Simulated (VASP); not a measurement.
# NiO in VASP: further runs

Runs on NiO. Level: r2SCAN. Tasks: relaxation of cell and atoms, single point.

All numbers are computed with VASP 6.6.1; they aren't measurements. Logs are shortened: lines on timing, memory, paths and dates and some standing lists are left out, and cuts for length are marked.

## Step 1: The cell of the first run

It takes space group Fm-3m (No. 225, cubic). Conventional cell: a = 4.157 Å, b = 4.157 Å, c = 4.157 Å, α = 90.00°, β = 90.00°, γ = 90.00°. Ni (site symmetry m-3m) has 6 O at 2.08 Å within 2.8 Å. Within 2.8 Å of O (site symmetry m-3m) lie 6 Ni at 2.08 Å.

## Step 2: Relaxation of cell and atoms, r2SCAN, collinear spin, ferromagnetic start, target pressure 5 GPa, at which the enthalpy is minimised

Input file POSCAR:

```
NiO
1.0
    0.0000000000      2.0787175406      2.0787175406
    2.0787175406      0.0000000000      2.0787175406
    2.0787175406      2.0787175406      0.0000000000
Ni O
1 1
Direct
    0.0000000000      0.0000000000      0.0000000000
    0.5000000000      0.5000000000      0.5000000000
```

Input file INCAR.step1:

```
SYSTEM = NiO
  ALGO = Normal
  EDIFF = 1E-4
  ENCUT = 600
  GGA = PE
  ISMEAR = 0
  ISPIN = 2
  LASPH = .TRUE.
  LCHARG = .FALSE.
  LMAXMIX = 4
  LREAL = .FALSE.
  LWAVE = .TRUE.
  MAGMOM = 1.83 0.31
  NELM = 150
  PREC = Accurate
  SIGMA = 0.02
```

Input file INCAR.step2:

```
SYSTEM = NiO
  ALGO = Normal
  EDIFF = 1E-6
  EDIFFG = -0.008
  ENCUT = 600
  IBRION = 2
  ISIF = 3
  ISMEAR = 0
  ISPIN = 2
  ISTART = 1
  LASPH = .TRUE.
  LCHARG = .FALSE.
  LMAXMIX = 4
  LMIXTAU = .TRUE.
  LORBIT = 11
  LREAL = .FALSE.
  LWAVE = .FALSE.
  MAGMOM = 1.83 0.31
  METAGGA = R2SCAN
  NELM = 150
  NSW = 70
  PREC = Accurate
  PSTRESS = 50.0
  SIGMA = 0.02
```

Input file KPOINTS:

```
k-points
0
G
  12 12 12
  0 0 0
```

Potentials or basis: VASP PAW PBE potentials, release 64 (Ni, O).

Launch:

```
> cat potpaw_PBE.64/Ni/POTCAR potpaw_PBE.64/O/POTCAR > POTCAR
> cp INCAR.step1 INCAR
> mpirun -np 1 vasp_std > vasp.out
> cp INCAR.step2 INCAR
> mpirun -np 1 vasp_std > vasp.out
```

OUTCAR:

```text
SYSTEM = NiO
   EDIFF = 1E-6
   EDIFFG = -0.008
   ENCUT = 600
   IBRION = 2
   ISIF = 3
   ISMEAR = 0
   ISPIN = 2
   ISTART = 1
   LASPH = .TRUE.
   LORBIT = 11
   LREAL = .FALSE.
   METAGGA = R2SCAN
   NELM = 150
   NSW = 70
   PREC = Accurate
   PSTRESS = 50.0

 ion  position               nearest neighbor table
   1  0.000  0.000  0.000-   2 2.08   2 2.08   2 2.08   2 2.08   2 2.08   2 2.08
   2  0.500  0.500  0.500-   1 2.08   1 2.08   1 2.08   1 2.08   1 2.08   1 2.08

  LATTYP: Found a face centered cubic cell.
 ALAT       =     4.1574350812

  Lattice vectors:

 A1 = (   0.0000000000,   2.0787175406,   2.0787175406)
 A2 = (   2.0787175406,   0.0000000000,   2.0787175406)
 A3 = (   2.0787175406,   2.0787175406,   0.0000000000)

Analysis of symmetry for initial positions (statically):
=====================================================================
 Subroutine PRICEL returns:
 Original cell was already a primitive cell.

 Routine SETGRP: Setting up the symmetry group for a
 face centered cubic supercell.

 Subroutine GETGRP returns: Found 48 space group operations
 (whereof 48 operations were pure point group operations)
 out of a pool of 48 trial point group operations.

The static configuration has the point symmetry O_h .

Analysis of symmetry for dynamics (positions and initial velocities):
=====================================================================
 Subroutine PRICEL returns:
 Original cell was already a primitive cell.

 Routine SETGRP: Setting up the symmetry group for a
 face centered cubic supercell.

 Subroutine GETGRP returns: Found 48 space group operations
 (whereof 48 operations were pure point group operations)
 out of a pool of 48 trial point group operations.

The dynamic configuration has the point symmetry O_h .

Analysis of structural, dynamic, and magnetic symmetry:
=====================================================================
 Subroutine PRICEL returns:
 Original cell was already a primitive cell.

 Routine SETGRP: Setting up the symmetry group for a
 face centered cubic supercell.

 Subroutine GETGRP returns: Found 48 space group operations
 (whereof 48 operations were pure point group operations)
 out of a pool of 48 trial point group operations.

The overall configuration has the point symmetry O_h .

 Subroutine INISYM returns: Found 48 space group operations
 (whereof 48 operations are pure point group operations),
 and found     1 'primitive' translations

----------------------------------------------------------------------------------------

                                     Primitive cell

  volume of cell :      17.9646

  direct lattice vectors                    reciprocal lattice vectors
     0.000000000  2.078717541  2.078717541    -0.240532920  0.240532920  0.240532920
     2.078717541  0.000000000  2.078717541     0.240532920 -0.240532920  0.240532920
     2.078717541  2.078717541  0.000000000     0.240532920  0.240532920 -0.240532920

  length of vectors
     2.939750538  2.939750538  2.939750538     0.416615238  0.416615238  0.416615238

  position of ions in fractional coordinates (direct lattice)
     0.000000000  0.000000000  0.000000000
     0.500000000  0.500000000  0.500000000

  ion indices of the primitive-cell ions
   primitive index   ion index
                 1           1
                 2           2

----------------------------------------------------------------------------------------

 KPOINTS: k-points

Automatic generation of k-mesh.
 Grid dimensions read from file:
 generate k-points for:   12   12   12

 Generating k-lattice:

[... 104 lines left out ...]
 Free energy of the ion-electron system (eV)
  ---------------------------------------------------
  ext. energy  EPLUGINS =         0.00000000
  ---------------------------------------------------
  free energy    TOTEN  =       -20.10805556 eV

  energy without entropy =      -20.10805556  energy(sigma->0) =      -20.10805556

------------------------ aborting loop because EDIFF is reached ----------------------------------------

  FORCE on cell =-STRESS in cart. coord.  units (eV):
  Direction    XX          YY          ZZ          XY          YZ          ZX
  --------------------------------------------------------------------------------------
  -------------------------------------------------------------------------------------
  Total        0.5417017      0.5417017      0.5417017     -0.0000000      0.0000000     -0.0000000
  in kB       48.3119292     48.3119292     48.3119292     -0.0000000      0.0000000     -0.0000000
  external PRESSURE =      -1.6880708 kB  Pullay stress =      50.0000000 kB

 VOLUME and BASIS-vectors are now :
 -----------------------------------------------------------------------------
  energy-cutoff  :      600.00
  volume of cell :       17.96
      direct lattice vectors                 reciprocal lattice vectors
     0.000000000  2.078717541  2.078717541    -0.240532920  0.240532920  0.240532920
     2.078717541  0.000000000  2.078717541     0.240532920 -0.240532920  0.240532920
     2.078717541  2.078717541  0.000000000     0.240532920  0.240532920 -0.240532920

 POSITION                                       TOTAL-FORCE (eV/Angst)
 -----------------------------------------------------------------------------------
      0.00000      0.00000      0.00000        -0.000000     -0.000000     -0.000000
      2.07872      2.07872      2.07872         0.000000      0.000000      0.000000
 -----------------------------------------------------------------------------------
    total drift:                                0.000000     -0.000000     -0.000000

  FREE ENERGIE OF THE ION-ELECTRON SYSTEM (eV)
  ---------------------------------------------------
  free  energy   TOTEN  =       -20.1080555574 eV

  energy  without entropy=      -20.1080555574  energy(sigma->0) =      -20.10805556

  enthalpy is  TOTEN    =       -19.5474261692 eV   P V=        0.5606293882

--------------------------------------- Ionic step        2  -------------------------------------------

 number of electron      15.9999995 magnetization       1.9999999

 Free energy of the ion-electron system (eV)
  ---------------------------------------------------
  ext. energy  EPLUGINS =         0.00000000
  ---------------------------------------------------
  free energy    TOTEN  =       -20.10729340 eV

  energy without entropy =      -20.10729340  energy(sigma->0) =      -20.10729340

 E-fermi :   7.9699     XC(G=0): -13.5055

 val. band max:        7.7752219664   @ k =   0.5000   0.0000   0.0000
 cond. band min:       8.4348801730   @ k =   0.0000   0.0000   0.0000
 fundamental gap:      0.6596582066
 Fermi energy:         7.9698833024

 spin component 1

 k-point     1 :       0.0000    0.0000    0.0000
  band No.  band energies     occupation
      1     -13.5004      1.00000
      2       3.7366      1.00000
      3       3.7366      1.00000
      4       4.6123      1.00000
      5       4.6124      1.00000
      6       4.6125      1.00000
      7       4.8756      1.00000
      8       4.8756      1.00000
      9       4.8756      1.00000
     10      10.0271      0.00000
     11      26.6247      0.00000
     12      27.5386      0.00000
     13      27.5386      0.00000
[... 356 lines left out ...]
      2      -0.1158      1.00000
      3       1.4464      1.00000
      4       1.4590      1.00000
      5       5.0168      1.00000
      6       5.2608      1.00000
      7       5.8262      1.00000
      8       6.7105      1.00000
      9       7.4615      1.00000
     10      15.6206      0.00000
     11      18.4024      0.00000
     12      20.9192      0.00000
     13      23.4456      0.00000

 [... further k-points ...]

 spin component 2

 k-point     1 :       0.0000    0.0000    0.0000
  band No.  band energies     occupation
      1     -12.9669      1.00000
      2       5.4953      1.00000
      3       5.4957      1.00000
      4       5.4957      1.00000
      5       5.5691      1.00000
      6       5.5691      1.00000
      7       5.5691      1.00000
      8       8.4349      0.00000
      9       8.4358      0.00000
     10      10.5919      0.00000
     11      26.7188      0.00000
     12      27.8796      0.00000
     13      27.8798      0.00000
[... 356 lines left out ...]
      2       0.3602      1.00000
      3       2.7946      1.00000
      4       3.3187      1.00000
      5       6.3648      1.00000
      6       6.4423      1.00000
      7       6.7970      1.00000
      8      10.2781      0.00000
      9      11.0893      0.00000
     10      16.0649      0.00000
     11      19.2142      0.00000
     12      21.3624      0.00000
     13      23.9238      0.00000

 [... further k-points ...]
[... 5 lines left out ...]
  --------------------------------------------------------------------------------------
  -------------------------------------------------------------------------------------
  Total        0.5753620      0.5753620      0.5753620      0.0000000      0.0000000     -0.0000000
  in kB       51.3842873     51.3842873     51.3842873      0.0000000      0.0000000     -0.0000000
  external PRESSURE =       1.3842873 kB  Pullay stress =      50.0000000 kB

 VOLUME and BASIS-vectors are now :
 -----------------------------------------------------------------------------
  energy-cutoff  :      600.00
  volume of cell :       17.94
      direct lattice vectors                 reciprocal lattice vectors
    -0.000000000  2.077768482  2.077768482    -0.240642788  0.240642788  0.240642788
     2.077768482  0.000000000  2.077768482     0.240642788 -0.240642788  0.240642788
     2.077768482  2.077768482 -0.000000000     0.240642788  0.240642788 -0.240642788

 POSITION                                       TOTAL-FORCE (eV/Angst)
 -----------------------------------------------------------------------------------
      4.15554      2.07777      2.07777        -0.000000     -0.000000     -0.000000
      2.07777      2.07777      2.07777         0.000000      0.000000      0.000000
 -----------------------------------------------------------------------------------
    total drift:                                0.000000     -0.000000      0.000000

  FREE ENERGIE OF THE ION-ELECTRON SYSTEM (eV)
  ---------------------------------------------------
  free  energy   TOTEN  =       -20.1072933999 eV

  energy  without entropy=      -20.1072933999  energy(sigma->0) =      -20.10729340

  enthalpy is  TOTEN    =       -19.5474315437 eV   P V=        0.5598618562

 reached required accuracy - stopping structural energy minimisation

 total charge

# of ion       s       p       d       tot
------------------------------------------
    1        0.342   0.432   8.184   8.957
    2        1.551   3.507   0.000   5.058
--------------------------------------------------
tot          1.893   3.939   8.184  14.016

 magnetization (x)

# of ion       s       p       d       tot
------------------------------------------
    1        0.011   0.012   1.667   1.691
    2        0.029   0.249   0.000   0.278
--------------------------------------------------
tot          0.040   0.261   1.667   1.969
```

Run time: 1.9 min. Hardware: 1 thread of Intel Xeon Platinum 8488C (Sapphire Rapids), shared host; peak memory 0.18 GiB.

Results:

| Property | Result |
| --- | --- |
| Free energy | -20.1073 eV |
| Relaxed volume | 8.97 Å³/atom |
| Relaxed cell | a = 2.938 Å, b = 2.938 Å, c = 2.938 Å, α = 60.00°, β = 60.00°, γ = 60.00° |
| Space group after relaxing (to 0.1 Å) | Fm-3m (No. 225) |
| Energy change on relaxing (the run minimises the enthalpy) | +0.4 meV/atom |
| Ionic steps | 2 |
| Pressure after relaxing | 5.1 GPa |
| Band gap on the k mesh | 0.66 eV (least direct gap 1.72 eV) |
| Net moment | 2.00 μB per cell |
| Site moments | Ni +1.69; O +0.28 μB |
| Valence electrons inside the program's atomic spheres | Ni 8.96; O 5.06 |

Step by step:
```
step  energy change (eV)  largest force (eV/Å)  pressure (GPa)  volume (Å³)
   1              0.0000                0.0000            4.83        17.96
   2              0.0008                0.0000            5.14        17.94
```

Final structure:
```
Ni O
1.0
     0.00000    2.07777    2.07777
     2.07777    0.00000    2.07777
     2.07777    2.07777    0.00000
Ni O
1 1
Direct
  0.00000 0.00000 0.00000
  0.50000 0.50000 0.50000
```

Levels at points of the mesh, in eV from the valence-band top:
Spin up:
```
           k point  band 7  band 8  band 9  band 10  band 11  band 12
(0.00, 0.00, 0.00)   -2.90   -2.90   -2.90     2.25    18.85    19.76
(0.50, 0.00, 0.00)   -1.86    0.00    0.00     6.36    11.07    14.96
(0.50, 0.50, 0.00)   -3.13   -2.21   -2.21     6.88    11.73    12.80
```
Spin down:
```csv
k point,band 3,band 4,band 5,band 6,band 7,band 8,band 9,band 10,band 11,band 12
"(0.00, 0.00, 0.00)",-2.28,-2.28,-2.21,-2.21,-2.21,0.66,0.66,2.82,18.94,20.10
"(0.50, 0.00, 0.00)",-4.56,-4.56,-1.30,-1.30,-0.91,3.51,3.51,6.66,11.89,15.38
"(0.50, 0.50, 0.00)",-3.66,-3.66,-3.18,-1.24,-1.24,1.14,1.73,7.52,12.34,13.18
```

Caveat: the cell is relaxed towards a set pressure, so the run minimises the enthalpy, not the energy; the PAW data sets were made with another functional, which shifts forces and pressure a little; a cell with one magnetic atom can't hold antiferromagnetic order, which such compounds often take. A k mesh can miss the band edges.

(Continued in part 2 of 2.)
